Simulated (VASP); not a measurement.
Set up this calculation in VASP 6.6.1, as the native input.

```
Task                   : single point
Functional             : PBE
Potentials or basis    : VASP PAW PBE potentials, release 64 (K_sv, F)
Cutoff                 : 520 eV
k mesh                 : 8 × 8 × 8
Occupations            : gaussian, width 0.05 eV
Spin                   : no spin polarisation
Dipole correction      : no
Further INCAR settings : ALGO = Normal; EDIFF = 1e-07; NBANDS = 15
```

The structure of KF lies in POSCAR:

```
KF
1.0
    3.2589550000      0.0000000000      0.0000000000
    0.0000000000      3.2589550000      0.0000000000
    0.0000000000      0.0000000000      3.2589550000
K F
1 1
Direct
    0.0000000000      0.0000000000      0.0000000000
    0.5488190312      0.4511809688      0.5000000000
```

This cell differs from its parent crystal: all F atoms moved +0.225 Å, as atom 2 along Cartesian [1 -1 0].

One way to write it, as run:

INCAR

```
SYSTEM = KF
PREC = Accurate
ENCUT = 520
EDIFF = 1E-7
ISMEAR = 0
SIGMA = 0.05
LREAL = .False.
LASPH = .True.
NELM = 80
ALGO = Normal
ISIF = 2
LWAVE = .False.
LCHARG = .False.
GGA = PE
NBANDS = 15
```

KPOINTS

```
regular mesh
0
Gamma
  8 8 8
  0 0 0
```

Potentials or basis: VASP PAW PBE potentials, release 64 (K_sv, F).

The run is started by

```console
$ cat potpaw_PBE.64/K_sv/POTCAR potpaw_PBE.64/F/POTCAR > POTCAR
$ mpirun -np 1 vasp_std > vasp.out
```

It gave:

```json
{"Pressure": "0.7 GPa", "Largest force": "0.208 eV/Å", "Band gap on the k mesh": "6.28 eV (least direct gap 6.31 eV)"}
```

Caveat: the cell differs from its parent crystal (all F atoms moved +0.225 Å, as atom 2 along Cartesian [1 -1 0]).

Wall time 57 s on 1 thread of Intel Xeon 8259CL, on a shared host, peak memory 0.17 GiB.
